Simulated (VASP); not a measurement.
Input of a VASP 6.6.1 run:

Contents of INCAR:

```
SYSTEM = WS2
ALGO = Normal
EDIFF = 1E-6
ENCUT = 520
GGA = RE
ISIF = 2
ISMEAR = -1
LASPH = .TRUE.
LCHARG = .FALSE.
LREAL = .FALSE.
LWAVE = .FALSE.
NBANDS = 49
NELM = 100
PREC = Accurate
SIGMA = 0.05
```

File KPOINTS:

```
k-points
0
G
  10 10 1
  0 0 0
```

Contents of POSCAR:

```
WS2
1.0
    3.1829541699      0.0000000000      0.0000000000
   -1.5914770850      2.7565191702      0.0000000000
    0.0000000000      0.0000000000     28.5322178600
W S
3 6
Direct
    0.6666666667      0.3333333333      0.4343616800
    0.6666666667      0.3333333333      0.8855337800
    0.0000000000      0.0000000000      0.6592864300
    0.6666666667      0.3333333333      0.6046252100
    0.0000000000      0.0000000000      0.3797102500
    0.0000000000      0.0000000000      0.8308482800
    0.6666666667      0.3333333333      0.7139522100
    0.0000000000      0.0000000000      0.4890304200
    0.0000000000      0.0000000000      0.9401857300
```

Potentials or basis: VASP PAW PBE potentials, release 64 (W_sv, S).

Command:

```console
$ cat potpaw_PBE.64/W_sv/POTCAR potpaw_PBE.64/S/POTCAR > POTCAR
$ mpirun -np 1 vasp_std > vasp.out
```

Predict the band gap on the k mesh.

1.52 eV, indirect (least direct gap 2.12 eV).

Estimate the largest force.

0.395 eV/Å.

Forces in eV/Å, atoms in the order of the input:
```
W    0.000  0.000 -0.016
W    0.000  0.000  0.007
W    0.000  0.000  0.004
S    0.000  0.000 -0.264
S    0.000  0.000 -0.395
S    0.000  0.000 -0.260
S    0.000  0.000  0.270
S    0.000  0.000  0.261
S    0.000  0.000  0.394
```

Caveat: the PAW data sets were made with another functional, which shifts forces and pressure a little; spin-orbit coupling is left out, which moves the levels of the heavy elements.
